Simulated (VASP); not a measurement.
**GaN: single point with r2SCAN**

Crystal: GaN.

```
CELL_PARAMETERS angstrom
0.00000 2.26580 2.26580
2.24894 0.01687 2.24894
2.24894 2.24894 0.01687
ATOMIC_POSITIONS crystal
Ga 0.00000 0.00000 0.00000
N 0.75000 0.75000 0.75000
```

This cell differs from its parent crystal: strain +0.0150 x Voigt [0, 0, 0, 1, 0, 0].

```json
{
 "Program": "VASP 6.6.1",
 "Task": "single point",
 "Functional": "r2SCAN",
 "Potentials or basis": "VASP PAW PBE potentials, release 64 (Ga_d, N)",
 "Cutoff": "520 eV",
 "k mesh": "10 × 10 × 10",
 "Occupations": "gaussian, width 0.05 eV",
 "Spin": "no spin polarisation"
}
```

```
Pressure               : 1.1 GPa
Largest force          : 0.132 eV/Å
Band gap on the k mesh : 2.12 eV, direct
```

Forces on the atoms (eV/Å):
```
Ga  -0.132  0.000  0.000
N    0.132  0.000  0.000
```

Stress tensor (GPa, compression positive):
```
 1.10  0.00  0.00
 0.00  1.12 -3.03
 0.00 -3.03  1.12
```

Levels at points of the mesh, in eV from the valence-band top:
```tsv
k point	band 6	band 7	band 8	band 9	band 10	band 11	band 12	band 13
(0.00, 0.00, 0.00)	-13.51	-0.06	-0.03	0.00	2.12	10.82	11.02	11.20
(0.50, 0.00, 0.00)	-12.41	-7.24	-1.01	-1.00	5.24	9.41	11.01	11.15
(0.00, 0.50, 0.00)	-12.35	-7.22	-1.07	-1.07	5.11	9.47	10.86	11.00
(0.50, 0.50, 0.00)	-12.00	-6.27	-2.84	-2.84	3.74	7.25	12.59	14.98
(0.00, 0.50, 0.50)	-12.00	-6.27	-2.93	-2.74	3.73	7.26	12.60	14.90
```

Wall time 2.9 min on 1 thread of Intel(R) Xeon(R) Platinum 8259CL CPU @ 2.50GHz (Skylake/Cascade Lake), with other jobs on the host, peak memory 0.19 GiB.

Caveat: the cell differs from its parent crystal (strain +0.0150 x Voigt [0, 0, 0, 1, 0, 0]); the PAW data sets were made with another functional, which shifts forces and pressure a little.
